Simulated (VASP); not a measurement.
# TiB (P4/mmm) in VASP: notebook

The runs below take TiB through single point, relaxation of cell and atoms, with PBEsol.

Everything below comes from runs of VASP 6.6.1. Logs are shortened: lines on timing, memory, paths and dates and some standing lists are left out, and cuts for length are marked.

**1. The cell of the first run**

It takes space group P4/mmm (No. 123, tetragonal). Conventional cell: a = 2.540 Å, b = 2.540 Å, c = 3.203 Å, α = 90.00°, β = 90.00°, γ = 90.00°. Within 3.2 Å of Ti (site symmetry 4/mmm) lie 8 B at 2.41 Å and 4 Ti at 2.54 Å. Within 3.2 Å of B (site symmetry 4/mmm) lie 8 Ti at 2.41 Å and 4 B at 2.54 Å.

**2. Single point, PBEsol**

INCAR reads:

```
SYSTEM = TiB
ALGO = Normal
EDIFF = 1E-6
ENCUT = 520
GGA = PS
ISIF = 2
ISMEAR = 0
LASPH = .True.
LCHARG = .True.
LELF = .True.
LREAL = .False.
LVHAR = .True.
LWAVE = .False.
NBANDS = 14
NELM = 60
PREC = Accurate
SIGMA = 0.1
```

KPOINTS reads:

```
k-points
0
Gamma
  8 8 6
  0 0 0
```

POSCAR reads:

```
TiB
1.0
    2.5403248469      0.0000000000      0.0000000000
    0.0000000000      2.5403248469      0.0000000000
    0.0000000000      0.0000000000      3.2033374074
Ti B
1 1
Direct
    0.0000000000      0.0000000000      0.0000000000
    0.5000000000      0.5000000000      0.5000000000
```

Potentials or basis: VASP PAW PBE potentials, release 64 (Ti_sv, B).

Launch:

```bash
> cat potpaw_PBE.64/Ti_sv/POTCAR potpaw_PBE.64/B/POTCAR > POTCAR
> mpirun -np 1 vasp_std > vasp.out
```

OUTCAR:

```text
SYSTEM = TiB
   EDIFF = 1E-6
   ENCUT = 520
   GGA = PS
   ISIF = 2
   ISMEAR = 0
   LASPH = .True.
   LREAL = .False.
   NELM = 60
   PREC = Accurate

 ion  position               nearest neighbor table
   1  0.000  0.000  0.000-   2 2.41   2 2.41   2 2.41   2 2.41   2 2.41   2 2.41   2 2.41   2 2.41

   2  0.500  0.500  0.500-   1 2.41   1 2.41   1 2.41   1 2.41   1 2.41   1 2.41   1 2.41   1 2.41

  LATTYP: Found a simple tetragonal cell.
 ALAT       =     2.5403248469
 C/A-ratio  =     1.2609951878

  Lattice vectors:

 A1 = (   2.5403248469,   0.0000000000,   0.0000000000)
 A2 = (   0.0000000000,   2.5403248469,   0.0000000000)
 A3 = (   0.0000000000,   0.0000000000,   3.2033374074)

Analysis of symmetry for initial positions (statically):
=====================================================================
 Subroutine PRICEL returns:
 Original cell was already a primitive cell.

 Routine SETGRP: Setting up the symmetry group for a
 simple tetragonal supercell.

 Subroutine GETGRP returns: Found 16 space group operations
 (whereof 16 operations were pure point group operations)
 out of a pool of 16 trial point group operations.

The static configuration has the point symmetry D_4h.

Analysis of symmetry for dynamics (positions and initial velocities):
=====================================================================
 Subroutine PRICEL returns:
 Original cell was already a primitive cell.

 Routine SETGRP: Setting up the symmetry group for a
 simple tetragonal supercell.

 Subroutine GETGRP returns: Found 16 space group operations
 (whereof 16 operations were pure point group operations)
 out of a pool of 16 trial point group operations.

The dynamic configuration has the point symmetry D_4h.

 Subroutine INISYM returns: Found 16 space group operations
 (whereof 16 operations are pure point group operations),
 and found     1 'primitive' translations

----------------------------------------------------------------------------------------

                                     Primitive cell

  volume of cell :      20.6719

  direct lattice vectors                    reciprocal lattice vectors
     2.540324847  0.000000000  0.000000000     0.393650442  0.000000000  0.000000000
     0.000000000  2.540324847  0.000000000     0.000000000  0.393650442  0.000000000
     0.000000000  0.000000000  3.203337407     0.000000000  0.000000000  0.312174421

  length of vectors
     2.540324847  2.540324847  3.203337407     0.393650442  0.393650442  0.312174421

  position of ions in fractional coordinates (direct lattice)
     0.000000000  0.000000000  0.000000000
     0.500000000  0.500000000  0.500000000

  ion indices of the primitive-cell ions
   primitive index   ion index
                 1           1
                 2           2

----------------------------------------------------------------------------------------

 KPOINTS: k-points

Automatic generation of k-mesh.
 Grid dimensions read from file:
 generate k-points for:    8    8    6

 Generating k-lattice:

  Cartesian coordinates                     Fractional coordinates (reciprocal lattice)
     0.049206305  0.000000000  0.000000000     0.125000000  0.000000000  0.000000000
     0.000000000  0.049206305  0.000000000     0.000000000  0.125000000  0.000000000
     0.000000000  0.000000000  0.052029070     0.000000000  0.000000000  0.166666667

  Length of vectors
     0.049206305  0.049206305  0.052029070

  Shift w.r.t. Gamma in fractional coordinates (k-lattice)
     0.000000000  0.000000000  0.000000000

 Subroutine IBZKPT returns following result:
 ===========================================

 Found     60 irreducible k-points:

 Following reciprocal coordinates:
            Coordinates               Weight
  0.000000  0.000000  0.000000      1.000000
  0.125000  0.000000  0.000000      4.000000
  0.250000  0.000000  0.000000      4.000000
  0.375000  0.000000  0.000000      4.000000
  0.500000  0.000000  0.000000      2.000000
  0.125000  0.125000  0.000000      4.000000
[... 16 lines left out ...]
  0.375000  0.125000  0.166667     16.000000
  0.500000  0.125000  0.166667      8.000000
 [... further k-points ...]
   k-points           NKPTS =     60   k-points in BZ     NKDIM =     60   number of bands    NBANDS=     14
   number of dos      NEDOS =    301   number of ions     NIONS =      2
   total plane-waves  NPLWV =   9600
   dimension x,y,z NGX =    20 NGY =   20 NGZ =   24
   dimension x,y,z NGXF=    40 NGYF=   40 NGZF=   48
   ions per type =               1   1
   NGX,Y,Z   is equivalent  to a cutoff of  13.09, 13.09, 12.46 a.u.
   NGXF,Y,Z  is equivalent  to a cutoff of  26.18, 26.18, 24.91 a.u.
 SYSTEM =  TiB
   PREC   = accura    normal or accurate (medium, high low for compatibility)
   ISTART =      0    job   : 0-new  1-cont  2-samecut
   ICHARG =      2    charge: 1-file 2-atom 10-const
   ISPIN  =      1    spin polarized calculation?
   LNONCOLLINEAR =      F non collinear calculations
   LSORBIT =      F    spin-orbit coupling
   LASPH  =      T    aspherical Exc in radial PAW
   ENCUT  =  520.0 eV  38.22 Ry    6.18 a.u.   4.72  4.72  5.96*2*pi/ulx,y,z
   NELM   =     60;   NELMIN=  2; NELMDL= -5     # of ELM steps
   EDIFF  = 0.1E-05   stopping-criterion for ELM
   LREAL  =      F    real-space projection
   EDIFFG = 0.1E-04   stopping-criterion for IOM
   NSW    =      0    number of steps for IOM
   IBRION =     -1    ionic relax: 0-MD 1-quasi-New 2-CG
   NFREE  =      0    steps in history (QN), initial steepest desc. (CG)
   ISIF   =      2    stress and relaxation
   ISYM   =      2    0-nonsym 1-usesym 2-fastsym
   POTIM  = 0.5000    time-step for ionic-motion
   TEBEG  =    0.0;   TEEND  =   0.0 temperature during run
   PSTRESS=    0.0 pullay stress
   NELECT =      15.0000    total number of electrons
   NUPDOWN=      -1.0000    fix difference up-down
   EMIN   =  10.00;   EMAX   =-10.00  energy-range for DOS
   EFERMI =   0.00;   METHOD = LEGACY
   ISMEAR =     0;   SIGMA  =   0.10  broadening in eV -4-tet -1-fermi 0-gaus
   EFERMI_NEDOS =   21; number of points for ismear=-14 and -15
   IALGO  =     38    algorithm
   IMIX   =      4    mixing-type and parameters
     AMIX     =   0.40;   BMIX     =  1.00
     AMIX_MAG =   1.60;   BMIX_MAG =  1.00
  volume/ion in A,a.u.               =      10.34        69.75
  Fermi-wavevector in a.u.,A,eV,Ry     =   1.471109  2.779993 29.445207  2.164162
  Thomas-Fermi vector in A             =   2.586285
   LORBIT       =      0    0 simple, 1 ext, 2 COOP (PROOUT), +10 PAW based schemes
   GGA     = PS    functional components
   LHFCALC =     F    Hartree Fock is set to
   AEXX    =    0.0000 exact exchange contribution
   IVDW    =     0    specifies the selected vdW correction
   LEPSILON=     F    determine dielectric tensor
   LRPA    =     F    only Hartree local field effects (RPA)
 non-spin polarized calculation
 Gauss-broadening in eV      SIGMA  =   0.10
  energy-cutoff  :      520.00
  volume of cell :       20.67
 maximum number of plane-waves:       572
 NGX is ok and might be reduce to    20
   NGX =  9   NGY =  9   NGZ = 11

 number of electron      15.0000002 magnetization

 Free energy of the ion-electron system (eV)
  ---------------------------------------------------
  ext. energy  EPLUGINS =         0.00000000
  ---------------------------------------------------
  free energy    TOTEN  =       -15.78153080 eV

  energy without entropy =      -15.77066623  energy(sigma->0) =      -15.77609851

 E-fermi :   9.6323     XC(G=0): -12.6729

 val. band max:        9.6145612113   @ k =   0.1250   0.1250   0.1667
 cond. band min:       9.6376930949   @ k =   0.2500   0.1250   0.5000
 fundamental gap:      0.0231318836
 Fermi energy:         9.6323264344

 k-point     1 :       0.0000    0.0000    0.0000
  band No.  band energies     occupation
      1     -46.6305      2.00000
      2     -22.9726      2.00000
      3     -22.3466      2.00000
      4     -22.3466      2.00000
      5      -1.3644      2.00000
      6       7.6684      2.00000
      7       8.0436      2.00000
      8       9.9545      0.00001
      9      12.8317      0.00000
     10      12.8317      0.00000
     11      13.9564      0.00000
     12      14.8963      0.00000
     13      14.8963      0.00000
     14      21.4685      0.00000

 k-point     2 :       0.1250    0.0000    0.0000
  band No.  band energies     occupation
      1     -46.6027      2.00000
      2     -22.9490      2.00000
      3     -22.5372      2.00000
      4     -22.3298      2.00000
      5      -1.0068      2.00000
      6       7.8904      2.00000
      7       8.1680      2.00000
      8       9.3036      2.00000
      9      12.8899      0.00000
     10      13.1104      0.00000
     11      13.5664      0.00000
     12      13.9859      0.00000
     13      15.7220      0.00000
     14      21.3297      0.00000

 k-point     3 :       0.2500    0.0000    0.0000
  band No.  band energies     occupation
      1     -46.5349      2.00000
      2     -22.9822      2.00000
      3     -22.8914      2.00000
      4     -22.2890      2.00000
      5       0.0064      2.00000
      6       7.6800      2.00000
      7       8.2186      2.00000
      8       8.4010      2.00000
      9      12.0298      0.00000
     10      13.0335      0.00000
     11      13.3216      0.00000
     12      15.0327      0.00000
     13      16.8548      0.00000
     14      20.8106      0.00000
[... 324 lines left out ...]
 k-point    23 :       0.3750    0.1250    0.1667
  band No.  band energies     occupation
      1     -46.4357      2.00000
      2     -23.3725      2.00000
      3     -22.8574      2.00000
      4     -22.4211      2.00000
      5       1.9726      2.00000
      6       5.9733      2.00000
      7       7.3474      2.00000
      8       9.5096      1.91734
      9      11.0373      0.00000
     10      12.2278      0.00000
     11      14.4795      0.00000
     12      15.8526      0.00000
     13      17.0523      0.00000
     14      21.5545      0.00000

 k-point    24 :       0.5000    0.1250    0.1667
  band No.  band energies     occupation
      1     -46.4071      2.00000
      2     -23.5417      2.00000
      3     -22.8322      2.00000
      4     -22.4019      2.00000
      5       3.2420      2.00000
      6       4.4616      2.00000
      7       7.2610      2.00000
      8       9.6500      0.80306
      9      10.8647      0.00000
     10      12.3748      0.00000
     11      15.0727      0.00000
     12      16.0416      0.00000
     13      17.4965      0.00000
     14      21.4869      0.00000

 [... further k-points ...]

------------------------ aborting loop because EDIFF is reached ----------------------------------------

  FORCE on cell =-STRESS in cart. coord.  units (eV):
  Direction    XX          YY          ZZ          XY          YZ          ZX
  --------------------------------------------------------------------------------------
  -------------------------------------------------------------------------------------
  Total        0.0083774      0.0083774      0.0155355      0.0000000      0.0000000      0.0000000
  in kB        0.6492883      0.6492883      1.2040809      0.0000000      0.0000000      0.0000000
  external PRESSURE =       0.8342192 kB  Pullay stress =       0.0000000 kB

 VOLUME and BASIS-vectors are now :
 -----------------------------------------------------------------------------
  energy-cutoff  :      520.00
  volume of cell :       20.67
      direct lattice vectors                 reciprocal lattice vectors
     2.540324847  0.000000000  0.000000000     0.393650442  0.000000000  0.000000000
     0.000000000  2.540324847  0.000000000     0.000000000  0.393650442  0.000000000
     0.000000000  0.000000000  3.203337407     0.000000000  0.000000000  0.312174421

 POSITION                                       TOTAL-FORCE (eV/Angst)
 -----------------------------------------------------------------------------------
      0.00000      0.00000      0.00000         0.000000      0.000000      0.000000
      1.27016      1.27016      1.60167         0.000000      0.000000      0.000000
 -----------------------------------------------------------------------------------
    total drift:                                0.000000      0.000000      0.000000

  FREE ENERGIE OF THE ION-ELECTRON SYSTEM (eV)
  ---------------------------------------------------
  free  energy   TOTEN  =       -15.7815307989 eV

  energy  without entropy=      -15.7706662298  energy(sigma->0) =      -15.77609851
```

Run time: 7.6 s. Hardware: 1 thread of Intel Xeon 6975P-C (Granite Rapids), shared host; peak memory 0.13 GiB.

Results:

```yaml
Free_energy: -15.7815 eV
Pressure: 0.1 GPa
```

Caveat: the PAW data sets were made with another functional, which shifts forces and pressure a little.

**3. Relaxation of cell and atoms, PBEsol**

This run uses another cell than the first one, of 7.59 Å³/atom, 0.734 times its volume.

INCAR reads:

```
SYSTEM = TiB
PREC = Accurate ; ENCUT = 600
EDIFF = 1E-7 ; ISMEAR = 0
SIGMA = 0.1 ; LREAL = .FALSE.
LASPH = .TRUE. ; NELM = 100
ALGO = Normal ; ISIF = 3
LWAVE = .FALSE. ; LCHARG = .FALSE.
GGA = PS ; IBRION = 2
NSW = 80 ; EDIFFG = -0.01
```

KPOINTS reads:

```
regular mesh
0
G
  8 8 6
  0 0 0
```

POSCAR reads:

```
TiB
1.0
    2.2400000000      0.0000000000      0.0000000000
    0.0000000000      2.2400000000      0.0000000000
    0.0000000000      0.0000000000      3.0240000000
Ti B
1 1
Direct
    0.0000000000      0.0000000000      0.0000000000
    0.5000000000      0.5000000000      0.5000000000
```

Potentials or basis: VASP PAW PBE potentials, release 64 (Ti_sv, B).

Launch:

```bash
> cat potpaw_PBE.64/Ti_sv/POTCAR potpaw_PBE.64/B/POTCAR > POTCAR
> mpirun -np 1 vasp_std > vasp.out
```

Wall time 45 s (1 thread of Intel Xeon 6975P-C (Granite Rapids), shared host); peak memory 0.14 GiB.

Results (log left out):

| Property | Result |
| --- | --- |
| Free energy | -15.7782 eV |
| Relaxed volume | 10.34 Å³/atom |
| Relaxed cell | a = 2.540 Å, b = 2.540 Å, c = 3.204 Å, α = 90.00°, β = 90.00°, γ = 90.00° |
| Space group after relaxing (to 0.05 Å) | P4/mmm (No. 123) |
| Energy gained by relaxing | 758.1 meV/atom |
| Ionic steps | 10 |
| Pressure after relaxing | 0.0 GPa |

Stress tensor (GPa, compression positive):
```
-0.03  0.00  0.00
 0.00 -0.03  0.00
 0.00  0.00  0.09
```

Step by step:
```tsv
step	energy change (eV)	largest force (eV/Å)	pressure (GPa)	volume (Å³)
1	0.0000	0.0000	110.75	15.17
2	-0.1284	0.0000	-35.42	29.84
3	-1.4891	0.0000	-4.10	21.07
4	-1.4935	0.0000	-1.53	20.78
5	-1.4939	0.0000	-0.35	20.66
6	-1.5129	0.0000	0.17	20.64
7	-1.5161	0.0000	0.54	20.62
8	-1.5161	0.0000	0.57	20.61
9	-1.5161	0.0000	-0.47	20.72
10	-1.5162	0.0000	0.01	20.67
```

Final structure:
```cif
data_structure
_symmetry_space_group_name_H-M 'P 1'
_symmetry_Int_Tables_number 1
_cell_length_a 2.5401
_cell_length_b 2.5401
_cell_length_c 3.2039
_cell_angle_alpha 90.000
_cell_angle_beta 90.000
_cell_angle_gamma 90.000
_cell_volume 20.67
loop_
_atom_site_label
_atom_site_type_symbol
_atom_site_fract_x
_atom_site_fract_y
_atom_site_fract_z
_atom_site_occupancy
Ti1 Ti 0.00000 0.00000 0.00000 1
B1 B 0.50000 0.50000 0.50000 1
```

Levels at points of the mesh, in eV from the Fermi level:
```tsv
k point	band 4	band 5	band 6	band 7	band 8	band 9	band 10	band 11
(0.00, 0.00, 0.00)	-31.98	-11.00	-1.96	-1.59	0.32	3.20	3.20	4.33
(0.50, 0.00, 0.00)	-31.86	-6.21	-5.95	-2.54	-0.52	1.33	3.61	5.79
(0.50, 0.50, 0.00)	-32.30	-5.90	-1.88	-1.88	0.23	0.44	0.44	4.94
(0.00, 0.00, 0.50)	-31.97	-8.54	-6.08	-1.27	1.22	1.22	2.12	4.37
(0.50, 0.00, 0.50)	-31.85	-7.28	-3.53	-1.76	-0.95	2.13	3.02	3.61
(0.50, 0.50, 0.50)	-32.44	-4.76	-4.47	-4.47	-0.92	3.91	5.77	6.76
```

Caveat: the volume moved by over 15 % at a fixed basis, so the end points are rough; the PAW data sets were made with another functional, which shifts forces and pressure a little.
